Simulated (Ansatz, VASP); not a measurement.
# One calculation of ZnCd2Se2S, two programs

INCAR

```
PREC     = Accurate       # precision mode
ENCUT    = 600            # plane-wave cutoff, eV
EDIFF    = 1E-6           # SCF threshold, eV
ISMEAR   = 0              # smearing method
SIGMA    = 0.1            # smearing width, eV
LREAL    = F              # projectors in reciprocal space
LASPH    = T              # aspherical terms in the spheres
NELM     = 100            # most SCF steps
ALGO     = Normal         # electronic algorithm
ISIF     = 3              # what is computed and relaxed
LWAVE    = F              # write WAVECAR
LCHARG   = F              # write CHGCAR
GGA      = PE             # functional
IBRION   = 2              # ionic algorithm
NSW      = 90             # ionic steps
EDIFFG   = -0.04          # ionic threshold
```

KPOINTS

```
Automatic mesh
0
Gamma
  4 4 4
```

The input POSCAR:

```
ZnCd2Se2S
1.0
    4.6030806500      0.0000000000      0.0000000000
    0.0000000000      4.6030806500      0.0000000000
    0.0000000000      0.0000000000      5.8533280300
Zn Cd Se S
1 2 2 1
Direct
    0.0000000000      0.0000000000      0.5000000000
    0.5000000000      0.5000000000      0.7211725700
    0.5000000000      0.5000000000      0.2788274300
    0.5000000000      0.0000000000      0.0000000000
    0.0000000000      0.5000000000      0.0000000000
    0.0000000000      0.0000000000      0.0000000000
```

Input for Ansatz:

```yaml
crystal:
  lattice:
    - [4.60308065, 0.0, 0.0]
    - [0.0, 4.60308065, 0.0]
    - [0.0, 0.0, 5.85332803]
  atoms:
    - { symbol: Zn, position: [0.0, 0.0, 0.5] }
    - { symbol: Cd, position: [0.5, 0.5, 0.72117257] }
    - { symbol: Cd, position: [0.5, 0.5, 0.27882743] }
    - { symbol: Se, position: [0.5, 0.0, 0.0] }
    - { symbol: Se, position: [0.0, 0.5, 0.0] }
    - { symbol: S, position: [0.0, 0.0, 0.0] }
basis:
  ecutwfc: 420
kpoints:
  mp_grid: { grid: [4, 4, 4] }
hamiltonian:
  xc: pbe
scf:
  occupations: { method: gaussian, width: 0.1 }
  lower_state_search: "off"
output:
  forces: true
  stress: true
  eigenvalues: true
relax:
  adjacent_minimum: "off"
  f_tol: 0.04
  max_steps: 70
  cell: { stress_tol: 0.4 }
```

Change from the starting cell: species swapped into the CeSi2Mo2C type (P4/mmm, No. 123).

Alike in both runs: task relaxation of cell and atoms; functional PBE; k mesh 4 × 4 × 4; occupations gaussian, width 0.1 eV; no spin polarisation.

```csv
,VASP,Ansatz
version,VASP 6.6.1,Ansatz 0.2.0
potentials or method,"VASP PAW PBE potentials, release 64 (Zn, Cd, Se, S), cutoff 600 eV","scalar-relativistic, plane waves, PAW"
valence electrons in the cell,54,90
```

|  | VASP | Ansatz | Ansatz less VASP |
| --- | --- | --- | --- |
| gap on the k mesh at the Fermi level, each at its own relaxed structure (eV) | none | none | - |
| relaxed volume (Å³/atom) | 24.91 | 24.69 | -0.216 |
| relaxed length of the cell vector where the two differ most in proportion (Å) | 5.175 | 5.156 | -0.0191 |

A gap of «none» marks a metal or a gap that the smearing closes. VASP's potentials hold 54 valence electrons a cell and Ansatz's 90, so a difference there can come from the potentials and not from the codes.

Noted on VASP's run: the volume moved by over 15 % at a fixed basis, so the end points are rough.
